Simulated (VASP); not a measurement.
# HfC in VASP: notebook

HfC is run at these levels: PBEsol; tasks: single point.

All numbers are computed with VASP 6.6.1; they aren't measurements. Logs are shortened: lines on timing, memory, paths and dates and some standing lists are left out, and cuts for length are marked.

## (1) The cell of the first run

The structure is hexagonal, space group P6_3/mmc (No. 194). The conventional cell has a = 3.488 Å, b = 3.488 Å, c = 5.117 Å, α = 90.00°, β = 90.00°, γ = 120.00°. Within 3.2 Å of Hf (site symmetry -6m2) lie 6 C at 2.39 Å. C (site symmetry -3m) has 6 Hf at 2.39 Å and 2 C at 2.56 Å within 3.2 Å.

## (2) Single point, PBEsol (strained)

INCAR

```
SYSTEM = HfC
  PREC = Accurate
  ENCUT = 520
  EDIFF = 1E-7
  ISMEAR = 0
  SIGMA = 0.1
  LREAL = .False.
  LASPH = .True.
  NELM = 80
  ALGO = Normal
  ISIF = 2
  LWAVE = .False.
  LCHARG = .False.
  GGA = PS
  NBANDS = 22
```

KPOINTS

```
regular mesh
0
Gamma
  15 15 8
  0 0 0
```

POSCAR

```
HfC
1.0
    3.4883141551      0.0000000000      0.0000000000
   -1.7441570775      3.0209686746      0.0000000000
    0.0000000000      0.0000000000      5.1169212461
Hf C
2 2
Direct
    0.6666666700      0.3333333300      0.7500000000
    0.3333333300      0.6666666700      0.2500000000
    0.0000000000      0.0000000000      0.0000000000
    0.0000000000      0.0000000000      0.5000000000
```

Potentials or basis: VASP PAW PBE potentials, release 64 (Hf_pv, C).

Launch:

```console
> cat potpaw_PBE.64/Hf_pv/POTCAR potpaw_PBE.64/C/POTCAR > POTCAR
> mpirun -np 1 vasp_std > vasp.out
```

OUTCAR:

```text
SYSTEM = HfC
   PREC = Accurate
   ENCUT = 520
   EDIFF = 1E-7
   ISMEAR = 0
   LREAL = .False.
   LASPH = .True.
   NELM = 80
   ISIF = 2
   GGA = PS

 ion  position               nearest neighbor table
   1  0.667  0.333  0.750-   3 2.39   4 2.39   3 2.39   4 2.39   3 2.39   4 2.39   2 3.26   2 3.26
                             2 3.26   2 3.26   2 3.26   2 3.26
   2  0.333  0.667  0.250-   3 2.39   4 2.39   3 2.39   4 2.39   3 2.39   4 2.39   1 3.26   1 3.26
                             1 3.26   1 3.26   1 3.26   1 3.26
   3  0.000  0.000  0.000-   1 2.39   2 2.39   2 2.39   1 2.39   1 2.39   2 2.39
   4  0.000  0.000  0.500-   1 2.39   2 2.39   2 2.39   1 2.39   1 2.39   2 2.39

  LATTYP: Found a hexagonal cell.
 ALAT       =     3.4883141551
 C/A-ratio  =     1.4668751204

  Lattice vectors:

 A1 = (   3.4883141551,   0.0000000000,   0.0000000000)
 A2 = (  -1.7441570775,   3.0209686746,   0.0000000000)
 A3 = (   0.0000000000,   0.0000000000,   5.1169212461)

Analysis of symmetry for initial positions (statically):
=====================================================================
 Subroutine PRICEL returns:
 Original cell was already a primitive cell.

 Routine SETGRP: Setting up the symmetry group for a
 hexagonal supercell.

 Subroutine GETGRP returns: Found 24 space group operations
 (whereof 12 operations were pure point group operations)
 out of a pool of 24 trial point group operations.

The static configuration has the point symmetry D_3d.
 The point group associated with its full space group is D_6h.

Analysis of symmetry for dynamics (positions and initial velocities):
=====================================================================
 Subroutine PRICEL returns:
 Original cell was already a primitive cell.

 Routine SETGRP: Setting up the symmetry group for a
 hexagonal supercell.

 Subroutine GETGRP returns: Found 24 space group operations
 (whereof 12 operations were pure point group operations)
 out of a pool of 24 trial point group operations.

The dynamic configuration has the point symmetry D_3d.
 The point group associated with its full space group is D_6h.

 Subroutine INISYM returns: Found 24 space group operations
 (whereof 12 operations are pure point group operations),
 and found     1 'primitive' translations

----------------------------------------------------------------------------------------

                                     Primitive cell

  volume of cell :      53.9226

  direct lattice vectors                    reciprocal lattice vectors
     3.488314155  0.000000000  0.000000000     0.286671428  0.165509826  0.000000000
    -1.744157077  3.020968675  0.000000000     0.000000000  0.331019652  0.000000000
     0.000000000  0.000000000  5.116921246     0.000000000  0.000000000  0.195430016

  length of vectors
     3.488314155  3.488314155  5.116921246     0.331019652  0.331019652  0.195430016

  position of ions in fractional coordinates (direct lattice)
     0.666666670  0.333333330  0.750000000
     0.333333330  0.666666670  0.250000000
     0.000000000  0.000000000  0.000000000
     0.000000000  0.000000000  0.500000000

  ion indices of the primitive-cell ions
   primitive index   ion index
                 1           1
                 2           2
                 3           3
                 4           4

----------------------------------------------------------------------------------------

 KPOINTS: regular mesh

Automatic generation of k-mesh.
 Grid dimensions read from file:
 generate k-points for:   15   15    8

 Generating k-lattice:

  Cartesian coordinates                     Fractional coordinates (reciprocal lattice)
     0.019111429  0.011033988  0.000000000     0.066666667  0.000000000  0.000000000
     0.000000000  0.022067977  0.000000000     0.000000000  0.066666667  0.000000000
     0.000000000  0.000000000  0.024428752     0.000000000  0.000000000  0.125000000

  Length of vectors
     0.022067977  0.022067977  0.024428752

  Shift w.r.t. Gamma in fractional coordinates (k-lattice)
     0.000000000  0.000000000  0.000000000

 Subroutine IBZKPT returns following result:
 ===========================================

 Found    135 irreducible k-points:

 Following reciprocal coordinates:
            Coordinates               Weight
  0.000000  0.000000  0.000000      1.000000
  0.066667  0.000000  0.000000      6.000000
  0.133333  0.000000  0.000000      6.000000
  0.200000  0.000000  0.000000      6.000000
  0.266667  0.000000  0.000000      6.000000
  0.333333  0.000000  0.000000      6.000000
[... 16 lines left out ...]
  0.333333  0.200000  0.000000     12.000000
  0.400000  0.200000  0.000000      6.000000
 [... further k-points ...]
   k-points           NKPTS =    135   k-points in BZ     NKDIM =    135   number of bands    NBANDS=     22
   number of dos      NEDOS =    301   number of ions     NIONS =      4
   total plane-waves  NPLWV =  31360
   dimension x,y,z NGX =    28 NGY =   28 NGZ =   40
   dimension x,y,z NGXF=    56 NGYF=   56 NGZF=   80
   ions per type =               2   2
   NGX,Y,Z   is equivalent  to a cutoff of  13.34, 13.34, 13.00 a.u.
   NGXF,Y,Z  is equivalent  to a cutoff of  26.69, 26.69, 25.99 a.u.
 SYSTEM =  HfC
   PREC   = accura    normal or accurate (medium, high low for compatibility)
   ISTART =      0    job   : 0-new  1-cont  2-samecut
   ICHARG =      2    charge: 1-file 2-atom 10-const
   ISPIN  =      1    spin polarized calculation?
   LNONCOLLINEAR =      F non collinear calculations
   LSORBIT =      F    spin-orbit coupling
   LASPH  =      T    aspherical Exc in radial PAW
   ENCUT  =  520.0 eV  38.22 Ry    6.18 a.u.   6.49  6.49  9.51*2*pi/ulx,y,z
   NELM   =     80;   NELMIN=  2; NELMDL= -5     # of ELM steps
   EDIFF  = 0.1E-06   stopping-criterion for ELM
   LREAL  =      F    real-space projection
   EDIFFG = 0.1E-05   stopping-criterion for IOM
   NSW    =      0    number of steps for IOM
   IBRION =     -1    ionic relax: 0-MD 1-quasi-New 2-CG
   NFREE  =      0    steps in history (QN), initial steepest desc. (CG)
   ISIF   =      2    stress and relaxation
   ISYM   =      2    0-nonsym 1-usesym 2-fastsym
   POTIM  = 0.5000    time-step for ionic-motion
   TEBEG  =    0.0;   TEEND  =   0.0 temperature during run
   PSTRESS=    0.0 pullay stress
   NELECT =      28.0000    total number of electrons
   NUPDOWN=      -1.0000    fix difference up-down
   EMIN   =  10.00;   EMAX   =-10.00  energy-range for DOS
   EFERMI =   0.00;   METHOD = LEGACY
   ISMEAR =     0;   SIGMA  =   0.10  broadening in eV -4-tet -1-fermi 0-gaus
   EFERMI_NEDOS =   21; number of points for ismear=-14 and -15
   IALGO  =     38    algorithm
   IMIX   =      4    mixing-type and parameters
     AMIX     =   0.40;   BMIX     =  1.00
     AMIX_MAG =   1.60;   BMIX_MAG =  1.00
  volume/ion in A,a.u.               =      13.48        90.97
  Fermi-wavevector in a.u.,A,eV,Ry     =   1.315843  2.486582 23.557701  1.731442
  Thomas-Fermi vector in A             =   2.445997
   LORBIT       =      0    0 simple, 1 ext, 2 COOP (PROOUT), +10 PAW based schemes
   GGA     = PS    functional components
   LHFCALC =     F    Hartree Fock is set to
   AEXX    =    0.0000 exact exchange contribution
   IVDW    =     0    specifies the selected vdW correction
   LEPSILON=     F    determine dielectric tensor
   LRPA    =     F    only Hartree local field effects (RPA)
 non-spin polarized calculation
 Gauss-broadening in eV      SIGMA  =   0.10
  energy-cutoff  :      520.00
  volume of cell :       53.92
 maximum number of plane-waves:      1507
 NGX is ok and might be reduce to    28
   NGX = 13   NGY = 13   NGZ = 19

 number of electron      28.0000002 magnetization

 Free energy of the ion-electron system (eV)
  ---------------------------------------------------
  ext. energy  EPLUGINS =         0.00000000
  ---------------------------------------------------
  free energy    TOTEN  =       -43.16922946 eV

  energy without entropy =      -43.16680145  energy(sigma->0) =      -43.16801545

 E-fermi :   5.8946     XC(G=0): -12.0841

 val. band max:        5.8702948902   @ k =   0.1333   0.0000   0.0000
 cond. band min:       5.9400851510   @ k =   0.2000   0.2000   0.3750
 fundamental gap:      0.0697902608
 Fermi energy:         5.8945736036

 k-point     1 :       0.0000    0.0000    0.0000
  band No.  band energies     occupation
      1     -24.9813      2.00000
      2     -24.5495      2.00000
      3     -24.5495      2.00000
      4     -24.4501      2.00000
      5     -24.4501      2.00000
      6     -24.3444      2.00000
[... 14 lines left out ...]
     21       9.6688      0.00000
     22      13.5818      0.00000

 k-point     2 :       0.0667    0.0000    0.0000
  band No.  band energies     occupation
      1     -24.9732      2.00000
      2     -24.5628      2.00000
      3     -24.5555      2.00000
      4     -24.4630      2.00000
      5     -24.4499      2.00000
      6     -24.3487      2.00000
[... 14 lines left out ...]
     21       9.8239      0.00000
     22      13.3501      0.00000

 k-point     3 :       0.1333    0.0000    0.0000
  band No.  band energies     occupation
      1     -24.9495      2.00000
      2     -24.6008      2.00000
      3     -24.5717      2.00000
      4     -24.4988      2.00000
      5     -24.4502      2.00000
      6     -24.3615      2.00000
[... 14 lines left out ...]
     21      10.3392      0.00000
     22      12.5942      0.00000
[... 476 lines left out ...]
 k-point    23 :       0.3333    0.2000    0.0000
  band No.  band energies     occupation
      1     -24.8449      2.00000
      2     -24.7158      2.00000
      3     -24.7010      2.00000
      4     -24.6582      2.00000
      5     -24.5348      2.00000
      6     -24.5308      2.00000
[... 14 lines left out ...]
     21      12.2825      0.00000
     22      12.4144      0.00000

 k-point    24 :       0.4000    0.2000    0.0000
  band No.  band energies     occupation
      1     -24.8561      2.00000
      2     -24.6933      2.00000
      3     -24.6910      2.00000
      4     -24.6784      2.00000
      5     -24.5502      2.00000
      6     -24.5382      2.00000
[... 14 lines left out ...]
     21      12.3705      0.00000
     22      12.5695      0.00000

 [... further k-points ...]

------------------------ aborting loop because EDIFF is reached ----------------------------------------

  FORCE on cell =-STRESS in cart. coord.  units (eV):
  Direction    XX          YY          ZZ          XY          YZ          ZX
  --------------------------------------------------------------------------------------
  -------------------------------------------------------------------------------------
  Total       -8.8407564     -8.8407564     -3.9802013     -0.0000000     -0.0000000     -0.0000000
  in kB     -262.6814845   -262.6814845   -118.2619606     -0.0000000     -0.0000000     -0.0000000
  external PRESSURE =    -214.5416432 kB  Pullay stress =       0.0000000 kB

 VOLUME and BASIS-vectors are now :
 -----------------------------------------------------------------------------
  energy-cutoff  :      520.00
  volume of cell :       53.92
      direct lattice vectors                 reciprocal lattice vectors
     3.488314155  0.000000000  0.000000000     0.286671428  0.165509826  0.000000000
    -1.744157077  3.020968675  0.000000000     0.000000000  0.331019652  0.000000000
     0.000000000  0.000000000  5.116921246     0.000000000  0.000000000  0.195430016

 POSITION                                       TOTAL-FORCE (eV/Angst)
 -----------------------------------------------------------------------------------
      1.74416      1.00699      3.83769         0.000000     -0.000000      0.000000
     -0.00000      2.01398      1.27923        -0.000000      0.000000      0.000000
      0.00000      0.00000      0.00000         0.000000      0.000000      0.000000
      0.00000      0.00000      2.55846         0.000000      0.000000      0.000000
 -----------------------------------------------------------------------------------
    total drift:                               -0.000003      0.000002     -0.000000

  FREE ENERGIE OF THE ION-ELECTRON SYSTEM (eV)
  ---------------------------------------------------
  free  energy   TOTEN  =       -43.1692294552 eV

  energy  without entropy=      -43.1668014489  energy(sigma->0) =      -43.16801545
```

It took 96 s on 1 thread of AMD EPYC 9R14 (Zen 4), shared host; peak memory 0.25 GiB.

Results:

| Property | Result |
| --- | --- |
| Free energy | -43.1692 eV |
| Pressure | -21.5 GPa |
| Band gap on the k mesh | zero (band 14 reaches 6.67 eV, above the bottom of band 15 at 5.70 eV) |

Stress tensor (GPa, compression positive):
```
-26.27   0.00   0.00
  0.00 -26.27   0.00
  0.00   0.00 -11.83
```

Caveat: the cell differs from its parent crystal (strained); the PAW data sets were made with another functional, which shifts forces and pressure a little; spin-orbit coupling is left out, which moves the levels of the heavy elements.

## (3) Single point, PBEsol (strained)

INCAR

```
  PREC = Accurate
  ENCUT = 520
  EDIFF = 1E-7
  ISMEAR = 0
  SIGMA = 0.1
  LREAL = False
  LASPH = True
  NELM = 100
  ALGO = Normal
  ISIF = 2
  LWAVE = False
  LCHARG = True
  GGA = PS
  LELF = True
  LVHAR = True
  NBANDS = 22
```

KPOINTS

```
Automatic mesh
0
Gamma
  15 15 8
```

POSCAR

```
HfC
1.0
    3.5197705246      0.0000000000      0.0000000000
   -1.7598852623      3.0482106898      0.0000000000
    0.0000000000      0.0000000000      5.3219602049
Hf C
2 2
Direct
    0.6666666700      0.3333333300      0.7500000000
    0.3333333300      0.6666666700      0.2500000000
    0.0000000000      0.0000000000      0.0000000000
    0.0000000000      0.0000000000      0.5000000000
```

Potentials or basis: VASP PAW PBE potentials, release 64 (Hf_pv, C).

Launch:

```console
> cat potpaw_PBE.64/Hf_pv/POTCAR potpaw_PBE.64/C/POTCAR > POTCAR
> mpirun -np 1 vasp_std > vasp.out
```

It took 1.8 min on 1 thread of AMD EPYC 9R14 (Zen 4), shared host; peak memory 0.26 GiB.

It converged, with:

```
Free energy            : -42.7436 eV
Pressure               : -29.3 GPa
Band gap on the k mesh : zero (band 14 reaches 6.23 eV, above the bottom of band 15 at 5.10 eV)
```

Stress tensor (GPa, compression positive):
```
-32.12   0.00   0.00
  0.00 -32.12   0.00
  0.00   0.00 -23.56
```

Levels at points of the mesh, in eV from the Fermi level:
```csv
k point,band 10,band 11,band 12,band 13,band 14,band 15,band 16,band 17,band 18,band 19
"(0.00, 0.00, 0.00)",-3.04,-3.04,-1.25,-1.25,0.76,1.18,1.18,1.40,1.40,2.21
"(0.00, 0.00, 0.50)",-2.84,-2.61,-2.61,-2.61,-2.61,3.12,3.12,3.34,3.34,3.34
```

Caveat: the cell differs from its parent crystal (strained); the PAW data sets were made with another functional, which shifts forces and pressure a little; spin-orbit coupling is left out, which moves the levels of the heavy elements.

## (4) Single point, PBEsol (strained and its atoms moved)

INCAR

```
ALGO = Normal
EDIFF = 1E-6
ENCUT = 520
GGA = PS
ISIF = 2
ISMEAR = 0
LASPH = T
LCHARG = F
LREAL = F
LWAVE = F
NBANDS = 22
NELM = 60
PREC = Accurate
SIGMA = 0.1
```

KPOINTS

```
k-points
0
Gamma
  15 15 8
```

POSCAR

```
HfC
1.0
    3.3964187673      0.0000000000      0.0000000000
   -1.6982093836      2.9413849343      0.0000000000
    0.0000000000      0.0000000000      5.7543057383
Hf C
2 2
Direct
    0.6666666700      0.3333333300      0.7442337788
    0.3333333300      0.6666666700      0.2442337788
    0.0000000000      0.0000000000      0.0057662212
    0.0000000000      0.0000000000      0.5057662212
```

Potentials or basis: VASP PAW PBE potentials, release 64 (Hf_pv, C).

Launch:

```console
> cat potpaw_PBE.64/Hf_pv/POTCAR potpaw_PBE.64/C/POTCAR > POTCAR
> mpirun -np 1 vasp_std > vasp.out
```

OUTCAR:

```text
EDIFF = 1E-6
   ENCUT = 520
   GGA = PS
   ISIF = 2
   ISMEAR = 0
   LASPH = T
   LREAL = F
   NELM = 60
   PREC = Accurate

 ion  position               nearest neighbor table
   1  0.667  0.333  0.744-   4 2.39   4 2.39   4 2.39   3 2.47   3 2.47   3 2.47   2 3.48   2 3.48
                             2 3.48   2 3.48   2 3.48   2 3.48
   2  0.333  0.667  0.244-   3 2.39   3 2.39   3 2.39   4 2.47   4 2.47   4 2.47   1 3.48   1 3.48
[... 807 lines left out ...]
  Direction    XX          YY          ZZ          XY          YZ          ZX
  --------------------------------------------------------------------------------------
  -------------------------------------------------------------------------------------
  Total       -8.9060916     -8.9060916    -13.3124785     -0.0000000      0.0000000      0.0000000
  in kB     -248.2171088   -248.2171088   -371.0252570     -0.0000000      0.0000000      0.0000000
  external PRESSURE =    -289.1531582 kB  Pullay stress =       0.0000000 kB

 VOLUME and BASIS-vectors are now :
 -----------------------------------------------------------------------------
  energy-cutoff  :      520.00
  volume of cell :       57.49
      direct lattice vectors                 reciprocal lattice vectors
     3.396418767  0.000000000  0.000000000     0.294427769  0.169987952  0.000000000
    -1.698209384  2.941384934  0.000000000     0.000000000  0.339975903  0.000000000
     0.000000000  0.000000000  5.754305738     0.000000000  0.000000000  0.173782911

 POSITION                                       TOTAL-FORCE (eV/Angst)
 -----------------------------------------------------------------------------------
      1.69821      0.98046      4.28255         0.000000     -0.000000      0.008264
     -0.00000      1.96092      1.40540        -0.000000      0.000000      0.008264
      0.00000      0.00000      0.03318        -0.000000     -0.000000     -0.008264
      0.00000      0.00000      2.91033         0.000000      0.000000     -0.008264
 -----------------------------------------------------------------------------------
    total drift:                               -0.000008      0.000005     -0.000123

  FREE ENERGIE OF THE ION-ELECTRON SYSTEM (eV)
  ---------------------------------------------------
  free  energy   TOTEN  =       -42.6074655518 eV

  energy  without entropy=      -42.6029440833  energy(sigma->0) =      -42.60520482
```

Run time: 1.8 min. Hardware: 1 thread of AMD EPYC 9R14 (Zen 4), shared host; peak memory 0.26 GiB.

What came out:

* Free energy: -42.6075 eV
* Pressure: -28.9 GPa
* Largest force: 0.008 eV/Å
* Band gap on the k mesh: zero (band 14 reaches 5.71 eV, above the bottom of band 15 at 5.06 eV)

Forces in eV/Å, atoms in the order of the input:
```
Hf   0.000  0.000  0.008
Hf   0.000  0.000  0.008
C    0.000  0.000 -0.008
C    0.000  0.000 -0.008
```

Stress tensor (GPa, compression positive):
```
-24.82   0.00   0.00
  0.00 -24.82   0.00
  0.00   0.00 -37.10
```

Caveat: the cell differs from its parent crystal (strained and its atoms moved); the PAW data sets were made with another functional, which shifts forces and pressure a little; spin-orbit coupling is left out, which moves the levels of the heavy elements.

## (5) The runs side by side

| cell | gap on the mesh (eV) | pressure (GPa) |
| --- | --- | --- |
| a = 3.488, b = 3.488, c = 5.117 Å, angles 90.0, 90.0, 120.0°, 4 atoms | none | -21.5 |
| a = 3.520, b = 3.520, c = 5.322 Å, angles 90.0, 90.0, 120.0°, 4 atoms | none | -29.3 |
| a = 3.396, b = 3.396, c = 5.754 Å, angles 90.0, 90.0, 120.0°, 4 atoms | none | -28.9 |

Alike in all rows: task single point; level PBEsol; potentials or basis VASP PAW PBE potentials, release 64 (Hf_pv, C); no spin polarisation; k mesh 15 × 15 × 8; cutoff (eV) 520; smearing gaussian 0.1 eV.

Caveats: the PAW data sets were made with another functional, which shifts forces and pressure a little; spin-orbit coupling is left out, which moves the levels of the heavy elements.

Total energies depend on the potentials used, so only differences within one code and one set of settings carry meaning.
